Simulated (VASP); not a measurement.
# O in VASP: further runs

The runs below take O through single point, relaxation of the atoms, with LDA.

All numbers are computed with VASP 6.6.1; they aren't measurements. Logs are shortened: lines on timing, memory, paths and dates and some standing lists are left out, and cuts for length are marked.

## Step 1: The cell of the first run

The cell holds an amorphous packing of atoms, 16 atoms: a = 7.218 Å, b = 7.218 Å, c = 7.218 Å, α = 90.00°, β = 90.00°, γ = 90.00°.

## Step 2: Single point, LDA, collinear spin, ferromagnetic start

The input, INCAR:

```
  ALGO = Normal
  EDIFF = 1E-6
  ENCUT = 520
  GGA = CA
  ISIF = 2
  ISMEAR = -1
  ISPIN = 2
  LASPH = T
  LCHARG = F
  LORBIT = 11
  LREAL = Auto
  LWAVE = F
  MAGMOM = 1 1 1 1 1 1 1 1 1 1 1 1 1 1 1 1
  NBANDS = 66
  NELM = 150
  PREC = Accurate
  SIGMA = 0.02
```

The input, KPOINTS:

```
k-points
0
Gamma
  1 1 1
```

The input, POSCAR:

```
O
1.0
    7.2176520000      0.0000000000      0.0000000000
    0.0000000000      7.2176520000      0.0000000000
    0.0000000000      0.0000000000      7.2176520000
O
16
Direct
    0.0860840614      0.6224982861      0.1230649165
    0.2319194848      0.5443678516      0.1066734345
    0.3084393563      0.7463030527      0.7324666496
    0.1579645873      0.7952497749      0.6793928123
    0.3349421978      0.1633169129      0.6709812932
    0.4590637173      0.2712014215      0.6994687986
    0.8470981916      0.3420349587      0.9130269166
    0.8697516369      0.3277894714      0.7486670558
    0.7497835304      0.0655327697      0.3913409549
    0.5962717531      0.0989002351      0.3351751952
    0.6419569135      0.7328367684      0.9941582388
    0.6944608708      0.7133263916      0.8372116480
    0.2741978224     -0.0038170948      0.0738453321
    0.1573446067      0.1144858721      0.0633874366
    0.5753347852      0.6736068868      0.3960418091
    0.6468428844      0.5247986412      0.4159036082
```

Potentials or basis: VASP PAW LDA potentials, release 64 (O).

Run with:

```
> cat potpaw_LDA.64/O/POTCAR > POTCAR
> mpirun -np 1 vasp_gam > vasp.out
```

OUTCAR:

```text
EDIFF = 1E-6
   ENCUT = 520
   GGA = CA
   ISIF = 2
   ISMEAR = -1
   ISPIN = 2
   LASPH = T
   LORBIT = 11
   LREAL = Auto
   NELM = 150
   PREC = Accurate

 ion  position               nearest neighbor table
   1  0.086  0.622  0.123-   2 1.20
   2  0.232  0.544  0.107-   1 1.20
   3  0.308  0.746  0.732-   4 1.20
   4  0.158  0.795  0.679-   3 1.20
   5  0.335  0.163  0.671-   6 1.20
   6  0.459  0.271  0.699-   5 1.20
[... 8 lines left out ...]
  15  0.575  0.674  0.396-  16 1.20
  16  0.647  0.525  0.416-  15 1.20

  LATTYP: Found a simple cubic cell.
 ALAT       =     7.2176520000

  Lattice vectors:

 A1 = (   7.2176520000,   0.0000000000,   0.0000000000)
 A2 = (   0.0000000000,   7.2176520000,   0.0000000000)
 A3 = (   0.0000000000,   0.0000000000,   7.2176520000)

Analysis of symmetry for initial positions (statically):
=====================================================================
 Subroutine PRICEL returns:
 Original cell was already a primitive cell.

 Routine SETGRP: Setting up the symmetry group for a
 simple cubic supercell.

 Subroutine GETGRP returns: Found  1 space group operations
 (whereof  1 operations were pure point group operations)
 out of a pool of 48 trial point group operations.

The static configuration has the point symmetry C_1 .

Analysis of symmetry for dynamics (positions and initial velocities):
=====================================================================
 Subroutine PRICEL returns:
 Original cell was already a primitive cell.

 Routine SETGRP: Setting up the symmetry group for a
 simple cubic supercell.

 Subroutine GETGRP returns: Found  1 space group operations
 (whereof  1 operations were pure point group operations)
 out of a pool of 48 trial point group operations.

The dynamic configuration has the point symmetry C_1 .

Analysis of structural, dynamic, and magnetic symmetry:
=====================================================================
 Subroutine PRICEL returns:
 Original cell was already a primitive cell.

 Routine SETGRP: Setting up the symmetry group for a
 simple cubic supercell.

 Subroutine GETGRP returns: Found  1 space group operations
 (whereof  1 operations were pure point group operations)
 out of a pool of 48 trial point group operations.

The overall configuration has the point symmetry C_1 .

 Subroutine INISYM returns: Found  1 space group operations
 (whereof  1 operations are pure point group operations),
 and found     1 'primitive' translations

----------------------------------------------------------------------------------------

                                     Primitive cell

  volume of cell :     376.0000

  direct lattice vectors                    reciprocal lattice vectors
     7.217652000  0.000000000  0.000000000     0.138549212  0.000000000  0.000000000
     0.000000000  7.217652000  0.000000000     0.000000000  0.138549212  0.000000000
     0.000000000  0.000000000  7.217652000     0.000000000  0.000000000  0.138549212

  length of vectors
     7.217652000  7.217652000  7.217652000     0.138549212  0.138549212  0.138549212

  position of ions in fractional coordinates (direct lattice)
     0.086084061  0.622498286  0.123064916
     0.231919485  0.544367852  0.106673435
     0.308439356  0.746303053  0.732466650
     0.157964587  0.795249775  0.679392812
     0.334942198  0.163316913  0.670981293
     0.459063717  0.271201422  0.699468799
[... 8 lines left out ...]
     0.575334785  0.673606887  0.396041809
     0.646842884  0.524798641  0.415903608

  ion indices of the primitive-cell ions
   primitive index   ion index
                 1           1
                 2           2
                 3           3
                 4           4
                 5           5
                 6           6
[... 8 lines left out ...]
                15          15
                16          16

----------------------------------------------------------------------------------------

 KPOINTS: k-points

Automatic generation of k-mesh.
 Grid dimensions read from file:
 generate k-points for:    1    1    1

 Generating k-lattice:

  Cartesian coordinates                     Fractional coordinates (reciprocal lattice)
     0.138549212  0.000000000  0.000000000     1.000000000  0.000000000  0.000000000
     0.000000000  0.138549212  0.000000000     0.000000000  1.000000000  0.000000000
     0.000000000  0.000000000  0.138549212     0.000000000  0.000000000  1.000000000

  Length of vectors
     0.138549212  0.138549212  0.138549212

  Shift w.r.t. Gamma in fractional coordinates (k-lattice)
     0.000000000  0.000000000  0.000000000

 Subroutine IBZKPT returns following result:
 ===========================================

 Found      1 irreducible k-points:

 Following reciprocal coordinates:
            Coordinates               Weight
  0.000000  0.000000  0.000000      1.000000
   k-points           NKPTS =      1   k-points in BZ     NKDIM =      1   number of bands    NBANDS=     66
   number of dos      NEDOS =    301   number of ions     NIONS =     16
   total plane-waves  NPLWV = 157464
   dimension x,y,z NGX =    54 NGY =   54 NGZ =   54
   dimension x,y,z NGXF=   108 NGYF=  108 NGZF=  108
   ions per type =              16
   NGX,Y,Z   is equivalent  to a cutoff of  12.44, 12.44, 12.44 a.u.
   NGXF,Y,Z  is equivalent  to a cutoff of  24.88, 24.88, 24.88 a.u.
 SYSTEM =  unknown system
   PREC   = accura    normal or accurate (medium, high low for compatibility)
   ISTART =      0    job   : 0-new  1-cont  2-samecut
   ICHARG =      2    charge: 1-file 2-atom 10-const
   ISPIN  =      2    spin polarized calculation?
   LNONCOLLINEAR =      F non collinear calculations
   LSORBIT =      F    spin-orbit coupling
   LASPH  =      T    aspherical Exc in radial PAW
   ENCUT  =  520.0 eV  38.22 Ry    6.18 a.u.  13.42 13.42 13.42*2*pi/ulx,y,z
   NELM   =    150;   NELMIN=  2; NELMDL= -5     # of ELM steps
   EDIFF  = 0.1E-05   stopping-criterion for ELM
   LREAL  =      T    real-space projection
   EDIFFG = 0.1E-04   stopping-criterion for IOM
   NSW    =      0    number of steps for IOM
   IBRION =     -1    ionic relax: 0-MD 1-quasi-New 2-CG
   NFREE  =      0    steps in history (QN), initial steepest desc. (CG)
   ISIF   =      2    stress and relaxation
   ISYM   =      2    0-nonsym 1-usesym 2-fastsym
   POTIM  = 0.5000    time-step for ionic-motion
   TEBEG  =    0.0;   TEEND  =   0.0 temperature during run
   PSTRESS=    0.0 pullay stress
   NELECT =      96.0000    total number of electrons
   NUPDOWN=      -1.0000    fix difference up-down
   EMIN   =  10.00;   EMAX   =-10.00  energy-range for DOS
   EFERMI =   0.00;   METHOD = LEGACY
   ISMEAR =    -1;   SIGMA  =   0.02  broadening in eV -4-tet -1-fermi 0-gaus
   EFERMI_NEDOS =   21; number of points for ismear=-14 and -15
   IALGO  =     38    algorithm
   IMIX   =      4    mixing-type and parameters
     AMIX     =   0.40;   BMIX     =  1.00
     AMIX_MAG =   1.60;   BMIX_MAG =  1.00
  volume/ion in A,a.u.               =      23.50       158.59
  Fermi-wavevector in a.u.,A,eV,Ry     =   1.038570  1.962614 14.675633  1.078629
  Thomas-Fermi vector in A             =   2.173061
   LORBIT       =     11    0 simple, 1 ext, 2 COOP (PROOUT), +10 PAW based schemes
   GGA     = CA    functional components
   LHFCALC =     F    Hartree Fock is set to
   AEXX    =    0.0000 exact exchange contribution
   IVDW    =     0    specifies the selected vdW correction
   LEPSILON=     F    determine dielectric tensor
   LRPA    =     F    only Hartree local field effects (RPA)
 spin polarized calculation
  energy-cutoff  :      520.00
  volume of cell :      376.00
 maximum number of plane-waves:      5066
 NGX is ok and might be reduce to    54
   NGX = 27   NGY = 27   NGZ = 27

 number of electron      95.9999992 magnetization      15.9999991

 Free energy of the ion-electron system (eV)
  ---------------------------------------------------
  ext. energy  EPLUGINS =         0.00000000
  ---------------------------------------------------
  free energy    TOTEN  =       -84.40135786 eV

  energy without entropy =      -84.40135786  energy(sigma->0) =      -84.40135786

 E-fermi :  -3.0215     XC(G=0):  -6.5175

 val. band max:       -3.5216027952   @ k =   0.0000   0.0000   0.0000
 cond. band min:      -2.1532695539   @ k =   0.0000   0.0000   0.0000
 fundamental gap:      1.3683332414
 Fermi energy:        -3.0215444339

 spin component 1

 k-point     1 :       0.0000    0.0000    0.0000
  band No.  band energies     occupation
      1     -30.2803      1.00000
      2     -30.2402      1.00000
      3     -30.2162      1.00000
      4     -30.2046      1.00000
      5     -30.1965      1.00000
      6     -30.1807      1.00000
[... 52 lines left out ...]
     59       3.8758      0.00000
     60       4.0963      0.00000
 Fermi energy:        -3.0215444339

 spin component 2

 k-point     1 :       0.0000    0.0000    0.0000
  band No.  band energies     occupation
      1     -29.0652      1.00000
      2     -29.0236      1.00000
      3     -28.9996      1.00000
      4     -28.9865      1.00000
      5     -28.9793      1.00000
      6     -28.9622      1.00000
[... 52 lines left out ...]
     59       4.2140      0.00000
     60       4.6373      0.00000
 [bands above 60 left out]

------------------------ aborting loop because EDIFF is reached ----------------------------------------

  FORCE on cell =-STRESS in cart. coord.  units (eV):
  Direction    XX          YY          ZZ          XY          YZ          ZX
  --------------------------------------------------------------------------------------
  -------------------------------------------------------------------------------------
  Total        5.4397881      2.5899522      2.5469543     -2.6847660      0.0531474      0.4034117
  in kB       23.1795366     11.0360718     10.8528531    -11.4400840      0.2264668      1.7189816
  external PRESSURE =      15.0228205 kB  Pullay stress =       0.0000000 kB

 VOLUME and BASIS-vectors are now :
 -----------------------------------------------------------------------------
  energy-cutoff  :      520.00
  volume of cell :      376.00
      direct lattice vectors                 reciprocal lattice vectors
     7.217652000  0.000000000  0.000000000     0.138549212  0.000000000  0.000000000
     0.000000000  7.217652000  0.000000000     0.000000000  0.138549212  0.000000000
     0.000000000  0.000000000  7.217652000     0.000000000  0.000000000  0.138549212

 POSITION                                       TOTAL-FORCE (eV/Angst)
 -----------------------------------------------------------------------------------
      0.62132      4.49298      0.88824        -1.583195      0.846959      0.155851
      1.67391      3.92906      0.76993         1.580787     -0.833550     -0.185156
      2.22621      5.38656      5.28669         1.255920     -0.419313      0.430323
      1.14013      5.73984      4.90362        -1.257194      0.410647     -0.421164
      2.41750      1.17876      4.84291        -1.030097     -0.895530     -0.209909
      3.31336      1.95744      5.04852         1.033183      0.901567      0.224529
[... 8 lines left out ...]
      4.15257      4.86186      2.85849        -0.776977      1.639146     -0.220958
      4.66869      3.78781      3.00185         0.779369     -1.622808      0.217808
 -----------------------------------------------------------------------------------
    total drift:                               -0.020003     -0.002352      0.007834

  FREE ENERGIE OF THE ION-ELECTRON SYSTEM (eV)
  ---------------------------------------------------
  free  energy   TOTEN  =       -84.4013578624 eV

  energy  without entropy=      -84.4013578624  energy(sigma->0) =      -84.40135786

 total charge

# of ion       s       p       d       tot
------------------------------------------
    1        1.602   3.319   0.000   4.921
    2        1.602   3.317   0.000   4.920
    3        1.602   3.311   0.000   4.914
    4        1.602   3.310   0.000   4.912
    5        1.602   3.311   0.000   4.913
    6        1.602   3.310   0.000   4.912
[... 8 lines left out ...]
   15        1.602   3.317   0.000   4.920
   16        1.602   3.316   0.000   4.919
--------------------------------------------------
tot         25.637  53.016   0.000  78.652

 magnetization (x)

# of ion       s       p       d       tot
------------------------------------------
    1        0.008   0.793   0.000   0.801
    2        0.008   0.794   0.000   0.802
    3        0.008   0.793   0.000   0.802
    4        0.008   0.795   0.000   0.803
    5        0.008   0.794   0.000   0.802
    6        0.008   0.794   0.000   0.802
[... 8 lines left out ...]
   15        0.008   0.792   0.000   0.800
   16        0.008   0.796   0.000   0.804
--------------------------------------------------
tot          0.129  12.701   0.000  12.830
```

It took 41 s on 1 thread of Intel Xeon Platinum 8488C (Sapphire Rapids), shared host; peak memory 0.29 GiB.

What came out:

```
Free energy                                           : -84.4014 eV
Pressure                                              : 1.5 GPa
Largest force                                         : 1.827 eV/Å
Band gap on the k mesh                                : 1.37 eV
Net moment                                            : 16.00 μB per cell
Site moments                                          : O +0.80, +0.81 μB
Valence electrons inside the program's atomic spheres : O 4.92, 4.91
```

Forces on the atoms (eV/Å):
```
O   -1.583  0.847  0.156
O    1.581 -0.834 -0.185
O    1.256 -0.419  0.430
O   -1.257  0.411 -0.421
O   -1.030 -0.896 -0.210
O    1.033  0.902  0.225
O   -0.223  0.148  1.615
O    0.229 -0.153 -1.620
O    1.312 -0.266  0.492
O   -1.317  0.263 -0.474
O   -0.498  0.178  1.496
O    0.489 -0.198 -1.478
O    1.117 -1.136  0.079
O   -1.111  1.137 -0.102
O   -0.777  1.639 -0.221
O    0.779 -1.623  0.218
```

Levels at points of the mesh, in eV from the valence-band top:
Spin up:
```
           k point  band 53  band 54  band 55  band 56  band 57  band 58  band 59  band 60
(0.00, 0.00, 0.00)    -0.19    -0.12    -0.07     0.00     5.67     7.06     7.40     7.62
```
Spin down:
| k point | band 38 | band 39 | band 40 | band 41 | band 42 | band 43 |
| --- | --- | --- | --- | --- | --- | --- |
| (0.00, 0.00, 0.00) | -5.29 | -5.24 | -5.21 | 1.37 | 1.42 | 1.43 |

Caveat: the k points lie up to 0.87 Å⁻¹ apart; the standard files for N, O and F lose accuracy on very short bonds.

[end of part 1 of 2]
